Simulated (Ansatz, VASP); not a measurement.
Given: the input of a run of VASP 6.6.1 on FeO.

The input INCAR:

```
PREC = Accurate ; ENCUT = 600
EDIFF = 1E-6 ; ISMEAR = -1
SIGMA = 0.05 ; LREAL = False
LASPH = True ; NELM = 150
ALGO = Normal ; ISIF = 3
LWAVE = False ; LCHARG = False
ISPIN = 2 ; MAGMOM = 3 0
LORBIT = 11 ; LMAXMIX = 4
GGA = PS ; IBRION = 2
NSW = 80 ; EDIFFG = -0.005
```

The input KPOINTS:

```
Automatic mesh
0
Gamma
  11 11 11
```

Contents of POSCAR:

```
FeO
1.0
    0.0000000000      2.1554000000      2.1554000000
    2.1554000000      0.0000000000      2.1554000000
    2.1554000000      2.1554000000      0.0000000000
Fe O
1 1
Direct
    0.0000000000      0.0000000000      0.0000000000
    0.5000000000      0.5000000000      0.5000000000
```

Potentials or basis: VASP PAW PBE potentials, release 64 (Fe, O).

Command:

```bash
$ cat potpaw_PBE.64/Fe/POTCAR potpaw_PBE.64/O/POTCAR > POTCAR
$ mpirun -np 1 vasp_std > vasp.out
```

**Question.** Translate it to Ansatz 0.2.0. Potentials there: all-electron LAPW, scalar-relativistic.

**Answer.** As run (the cutoff follows the program's own potentials):

File input.yaml:

```yaml
crystal:
  lattice:
    - [0.0, 2.1554, 2.1554]
    - [2.1554, 0.0, 2.1554]
    - [2.1554, 2.1554, 0.0]
  atoms:
    - { symbol: Fe, position: [0.0, 0.0, 0.0], spin: 3.0 }
    - { symbol: O, position: [0.5, 0.5, 0.5] }
kpoints:
  mp_grid: { grid: [11, 11, 11] }
scf:
  occupations: { method: fermi_dirac, width: 0.05 }
hamiltonian:
  xc: pbesol
  pseudopotentials: { kind: all_electron, lapw: { basis_error: 0.001 } }
magnetization:
  spin_polarized: true
output:
  forces: true
  stress: true
relax:
  f_tol: 0.005
  max_steps: 60
  cell: {}
```

Potentials or basis: all-electron LAPW, scalar-relativistic.

Command:

```bash
$ ansatz run input.yaml --threads 2 --pin off --max-ram 6144MiB --backend cpu --events-out ev --progress --plain --runs-dir out
```

Both were run:

|  | VASP | Ansatz | Ansatz less VASP |
| --- | --- | --- | --- |
| net moment per atom (μB) | 2.00 | 2.00 | 0.000 |
| size of the moment on the site where the two differ most (μB) | 3.60 | 3.58 | -0.023 |
| relaxed volume (Å³/atom) | 9.58 | 9.57 | -0.015 |
| relaxed cell length with the largest relative difference (Å) | 3.004 | 3.002 | -0.0016 |

VASP's potentials were made for PBE, not for PBEsol. Site moments also hang on the region over which each program counts them. Ansatz ran all-electron here, and VASP with PAW potentials.
